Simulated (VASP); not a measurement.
Runs of VASP 6.6.1 on SrOs. The structure is that of space group Pm-3m (No. 221), or close to it. The cells are those of the table. 

| level | cell | gap on the mesh (eV) | pressure (GPa) |
| --- | --- | --- | --- |
| r2SCAN | a = 3.600 Å, 2 atoms | none | -0.5 |
| PBE | a = 3.576 Å, 2 atoms | none | 1.7 |
| PBE | a = 3.600 Å, 2 atoms | none | 0.3 |
| PBE | a = 3.717 Å, 2 atoms | none | -4.7 |
| PBE | a = 3.533 Å, 2 atoms | none | (b) |
| PBE | a = 3.552 Å, 2 atoms | none | 3.2 |
| PBEsol | a = 3.600 Å, 2 atoms | none | (a) |

Alike in all rows: task single point; potentials or basis VASP PAW PBE potentials, release 64 (Sr_sv, Os); k mesh 10 × 10 × 10; cutoff (eV) 520; smearing gaussian 0.05 eV.

**Question.** Fill in the values left out.

**Answer.** (a) -3.8; (b) 4.5.

Caveats: spin-orbit coupling is left out, which moves the levels of the heavy elements; the PAW data sets were made with another functional, which shifts forces and pressure a little (at least some runs); the cell stands under tension (at least some runs); the cell stands under pressure (at least some runs).

A k mesh can miss the band edges, and the runs leave out spin-orbit coupling on Os, Sr.

A gap of «none» marks levels without a gap at the run's occupations.
